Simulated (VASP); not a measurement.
Wanted: the native input for a VASP 6.6.1 run.

```
Task                   : relaxation of cell and atoms
Functional             : PBE
Potentials or basis    : VASP PAW PBE potentials, release 64 (Si, Ni)
Cutoff                 : 600 eV
k mesh                 : 2 × 2 × 2, shifted
Occupations            : gaussian, width 0.1 eV
Spin                   : no spin polarisation
Dipole correction      : no
Further INCAR settings : LREAL = Auto; ALGO = Normal; EDIFF = 1e-06; ISYM = 0; IBRION = 2; EDIFFG = -0.04; NSW = 90; ISIF = 3
```

The structure of SiNi lies in POSCAR:

```
SiNi
1.0
    6.4002940000      0.0757740000      0.0022980000
    0.0757740000      6.4122190000      0.0415250000
    0.0022980000      0.0415250000      6.5625770000
Si Ni
10 10
Direct
    0.9691214743      0.5810801807      0.2628879086
    0.7767575255      0.9064957283      0.5380946498
    0.0944115839      0.0671896865      0.7941550862
    0.7888116719      0.5813993038      0.7463900258
    0.4307670723      0.6845618379      0.3032030319
    0.1720171931      0.1905535859      0.2137459137
    0.1651743060      0.6695465041      0.7201833065
    0.3855505026      0.2736503999      0.5619560545
    0.7129063414      0.3166457623      0.0878665831
    0.6085341189      0.8998777742      0.9374179216
    0.2261121612      0.8536191712      0.0566237991
    0.1626729009      0.8684304839      0.4283384978
    0.6709104627      0.4493048910      0.4248535670
    0.7104601134      0.1935447252      0.7240676220
    0.8651365006      0.9761447655      0.1891779309
    0.0394880617      0.3528503611      0.5511783990
    0.3949194029      0.1881742299      0.9576658840
    0.5344231256      0.0672674173      0.3112090272
    0.4586757494      0.5630294837      0.9290374394
    0.0582761880      0.4187008188      0.9528859252
```

One way to write it, as run:

INCAR

```
PREC = Accurate ; ENCUT = 600
EDIFF = 1E-6 ; ISMEAR = 0
SIGMA = 0.1 ; LREAL = Auto
LASPH = True ; NELM = 80
ALGO = Normal ; ISIF = 3
LWAVE = False ; LCHARG = False
GGA = PE ; IBRION = 2
NSW = 90 ; EDIFFG = -0.04
ISYM = 0
```

KPOINTS

```
Automatic mesh
0
Gamma
  2 2 2
  0.5 0.5 0.5
```

Potentials or basis: VASP PAW PBE potentials, release 64 (Si, Ni).

Command:

```bash
$ cat potpaw_PBE.64/Si/POTCAR potpaw_PBE.64/Ni/POTCAR > POTCAR
$ mpirun -np 1 vasp_std > vasp.out
```

Results of the run:

- Relaxed volume: 12.47 Å³/atom
- Relaxed cell: a = 6.386 Å, b = 6.261 Å, c = 6.244 Å, α = 88.94°, β = 90.92°, γ = 91.84°
- Space group after relaxing (to 0.1 Å): P1 (No. 1)
- Energy gained by relaxing: 99.2 meV/atom
- Ionic steps: 28
- Pressure after relaxing: 0.1 GPa
- Largest force after relaxing: 0.034 eV/Å
- Band gap on the k mesh: 0.33 eV

Caveat: the atoms stand as in a frame of molecular dynamics.

Wall time 44 min on 1 thread of AMD EPYC 9R45 96-Core Processor (Zen 5) (shared host), peak memory 0.44 GiB.
